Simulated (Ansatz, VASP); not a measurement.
# One calculation of Mg2C3, two programs

The input POSCAR:

```
Mg2C3
1.0
    2.3870223790     -2.3394118729     -0.0063441741
    2.3870223790      2.3394118729     -0.0063441741
   -1.2253611782      0.0000000000      4.8584158892
Mg C
2 3
Direct
    0.8082382625      0.8082382625      0.1984312469
    0.1917617375      0.1917617375      0.8015687531
    0.3041690745      0.3041690745      0.2614645499
    0.6958309255      0.6958309255      0.7385354501
    0.5000000000      0.5000000000      0.5000000000
```

The input INCAR.step1:

```
SYSTEM = Mg2C3
PREC = Accurate
ENCUT = 750
ISMEAR = 0
SIGMA = 0.05
LREAL = .False.
LASPH = .True.
NELM = 120
NBANDS = 24
GGA = PE
ALGO = Normal
EDIFF = 1E-5
LWAVE = .True.
LCHARG = .False.
GGA_COMPAT = .False.
```

File INCAR.step2:

```
SYSTEM = Mg2C3
PREC = Accurate
ENCUT = 750
EDIFF = 1E-6
ISMEAR = 0
SIGMA = 0.05
LREAL = .False.
LASPH = .True.
NELM = 120
ALGO = Normal
ISIF = 2
LWAVE = .False.
LCHARG = .False.
METAGGA = R2SCAN
LMIXTAU = .True.
NBANDS = 24
ISTART = 1
GGA_COMPAT = .False.
```

The input KPOINTS:

```
regular mesh
0
Gamma
  8 8 6
  0 0 0
```

Input for Ansatz:

```yaml
crystal:
  lattice:
    - [2.387022379, -2.3394118729, -0.0063441741]
    - [2.387022379, 2.3394118729, -0.0063441741]
    - [-1.2253611782, 0.0, 4.8584158892]
  atoms:
    - { symbol: Mg, position: [0.8082382625, 0.8082382625, 0.1984312469] }
    - { symbol: Mg, position: [0.1917617375, 0.1917617375, 0.8015687531] }
    - { symbol: C, position: [0.3041690745, 0.3041690745, 0.2614645499] }
    - { symbol: C, position: [0.6958309255, 0.6958309255, 0.7385354501] }
    - { symbol: C, position: [0.5, 0.5, 0.5] }
basis:
  ecutwfc: 500
kpoints:
  mp_grid: { grid: [8, 8, 6] }
hamiltonian:
  xc: r2scan
scf:
  occupations: { method: gaussian, width: 0.05 }
output:
  forces: true
  stress: true
  eigenvalues: true
  write_density: true
  write_potential: true
  elf: true
  volumetric_format: npy
```

Alike in both runs: task single point; functional r2SCAN; k mesh 8 × 8 × 6; occupations gaussian, width 0.05 eV; no spin polarisation.

|  | VASP | Ansatz |
| --- | --- | --- |
| version | VASP 6.6.1 | Ansatz 0.2.0 |
| potentials or method | VASP PAW PBE potentials, release 64 (Mg_sv, C), cutoff 750 eV | scalar-relativistic, plane waves, PAW |
| valence electrons in the cell | 32 | 32 |

|  | VASP | Ansatz | Ansatz less VASP |
| --- | --- | --- | --- |
| gap on the k mesh at the Fermi level (eV) | 1.87 | 1.87 | -0.004 |
| least direct gap on the mesh (eV) | 2.65 | 2.65 | -0.009 |
| pressure (GPa) | -0.3 | 0.0 | +0.28 |
| traceless stress, the component that is largest in VASP (GPa) | 0.28 | 0.00 | -0.280 |
| rms of the force components (eV/Å) | 0.026 | 0.001 | -0.0252 |

VASP's potentials were made for PBE, not for r2SCAN. Atom by atom the forces differ by 0.027 eV/Å (rms over components). The functional is the same, so the differences come from potentials, cutoffs and numerics.
